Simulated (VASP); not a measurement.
A run of VASP 6.6.1:

The input INCAR:

```
ALGO = Normal
EDIFF = 1E-6
ENCUT = 520
GGA = PE
ISIF = 2
ISMEAR = -1
LASPH = T
LCHARG = F
LREAL = Auto
LWAVE = F
NBANDS = 53
NELM = 80
PREC = Accurate
SIGMA = 0.02
```

Contents of KPOINTS:

```
k-points
0
Gamma
  2 2 2
```

The input POSCAR:

```
Si16Ge
1.0
    0.0000000000      5.4300000000      5.4300000000
    5.4300000000      0.0000000000      5.4300000000
    5.4300000000      5.4300000000      0.0000000000
Si Ge
16 1
Direct
   -0.0002669429     -0.0000275322      0.0002041436
    0.1238692449      0.1242974217      0.1247344383
    0.0037899632      0.0043573665      0.4960013812
    0.1238755985      0.1243330571      0.6272098527
    0.0038783610      0.4954973297      0.0049487109
    0.1238629834      0.6269860037      0.1246714549
    0.0038531308      0.4955549724      0.4958859116
    0.1357890424      0.6210210866      0.6217315838
    0.4950857274      0.0043859116      0.0048995396
    0.6267536832      0.1242247698      0.1245989871
    0.4950761510      0.0044255064      0.4957838858
    0.6204349908      0.1365204420      0.6215865562
    0.4951214549      0.4954783610      0.0048135359
    0.6206289134      0.6210611418      0.1371716390
    0.4991648250      0.4999233886      0.5006001842
    0.6205778085      0.6211608656      0.6213687845
    0.7491508287      0.7499228361      0.7506108656
```

Potentials or basis: VASP PAW PBE potentials, release 64 (Si, Ge_d).

Command:

```sh
$ cat potpaw_PBE.64/Si/POTCAR potpaw_PBE.64/Ge_d/POTCAR > POTCAR
$ mpirun -np 1 vasp_std > vasp.out
```

Hardware: 1 thread of AMD EPYC 7R13 Processor (Zen 3) (shared host).

Task: Estimate the wall time of this run.

Result: It took 5.5 min on 1 thread of AMD EPYC 7R13 Processor (Zen 3), with other jobs on the host, peak memory 0.46 GiB. Counts: scf iterations 14, k points 8.
